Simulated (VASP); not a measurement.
Wanted: the native input for a VASP 6.6.1 run.

```yaml
Task: single point
Functional: PBEsol
Potentials_or_basis: VASP PAW PBE potentials, release 64 (P, Ga_d)
Cutoff: 520 eV
k_mesh: 1 × 1 × 1
Occupations: fermi-dirac, width 0.05 eV
Spin: no spin polarisation
Dipole_correction: no
Further_INCAR_settings: LREAL = Auto; ALGO = Normal; EDIFF = 1e-06; NBANDS = 154
```

The structure of GaP47 lies in POSCAR:

```
GaP47
1.0
   13.1408260000      0.0000000000      0.0000000000
    0.0000000000     13.2980700000      0.0000000000
    0.0000000000      0.0000000000     18.0000000000
P Ga
47 1
Direct
    0.9999250000      0.0253890000      0.5751070000
    0.9972590000      0.3749670000      0.5514820000
    0.9974360000      0.6821180000      0.5431350000
    0.2497740000      0.0264910000      0.5756890000
    0.2413310000      0.3799210000      0.5677460000
    0.2529240000      0.6728150000      0.5393100000
    0.4995370000      0.0264950000      0.5756670000
    0.5079480000      0.3799040000      0.5677390000
    0.4963770000      0.6727850000      0.5392780000
    0.7493780000      0.0253850000      0.5751080000
    0.7520800000      0.3749560000      0.5514980000
    0.7518810000      0.6820970000      0.5430810000
    0.1244360000      0.1388890000      0.5751800000
    0.1197980000      0.4853870000      0.5424510000
    0.1270920000      0.7848150000      0.5593430000
    0.3746570000      0.1391630000      0.5775530000
    0.3746670000      0.7845270000      0.5576280000
    0.6248650000      0.1388980000      0.5751780000
    0.6295070000      0.4853450000      0.5424510000
    0.6222370000      0.7847810000      0.5593340000
    0.8746570000      0.1382910000      0.5746620000
    0.8746750000      0.4841520000      0.5406060000
    0.8746450000      0.7948420000      0.5540530000
    0.9996890000      0.2921910000      0.4430650000
    0.0001440000      0.6421100000      0.4227510000
    0.0033430000      0.9791520000      0.4563940000
    0.2494920000      0.3043600000      0.4570480000
    0.2474380000      0.6450930000      0.4176520000
    0.2497470000      0.9771020000      0.4571070000
    0.4997890000      0.3043560000      0.4570520000
    0.5018330000      0.6450580000      0.4176240000
    0.4995980000      0.9770970000      0.4570830000
    0.7496350000      0.2921890000      0.4430830000
    0.7492080000      0.6420860000      0.4227010000
    0.7459790000      0.9791300000      0.4563990000
    0.1286590000      0.1866020000      0.4564950000
    0.1247530000      0.5284430000      0.4217610000
    0.1263240000      0.8657960000      0.4497300000
    0.3746340000      0.1943250000      0.4607960000
    0.3746140000      0.5365740000      0.4075900000
    0.3746680000      0.8674480000      0.4485440000
    0.6206530000      0.1866110000      0.4564890000
    0.6245660000      0.5284270000      0.4217630000
    0.6229960000      0.8657440000      0.4497150000
    0.8746570000      0.1811400000      0.4551320000
    0.8746830000      0.5293580000      0.4216940000
    0.8746760000      0.8717630000      0.4440950000
    0.3746590000      0.4887750000      0.5340710000
```

The input as run:

INCAR

```
SYSTEM = GaP47
PREC = Accurate
ENCUT = 520
EDIFF = 1E-6
ISMEAR = -1
SIGMA = 0.05
LREAL = Auto
LASPH = .True.
NELM = 80
ALGO = Normal
ISIF = 2
LWAVE = .False.
LCHARG = .False.
GGA = PS
NBANDS = 154
```

KPOINTS

```
Automatic mesh
0
Gamma
  1 1 1
  0 0 0
```

Potentials or basis: VASP PAW PBE potentials, release 64 (P, Ga_d).

Run with:

```sh
$ cat potpaw_PBE.64/P/POTCAR potpaw_PBE.64/Ga_d/POTCAR > POTCAR
$ mpirun -np 1 vasp_gam > vasp.out
```

Results of the run:

| Property | Result |
| --- | --- |
| Largest force | 0.041 eV/Å |
| Band gap on the k mesh | 0.88 eV |

Caveat: the k points lie up to 0.48 Å⁻¹ apart; the PAW data sets were made with another functional, which shifts forces and pressure a little.

Wall time 20 min on 1 thread of Intel(R) Xeon(R) Platinum 8259CL CPU @ 2.50GHz (Skylake/Cascade Lake) (shared host), peak memory 2 GiB.
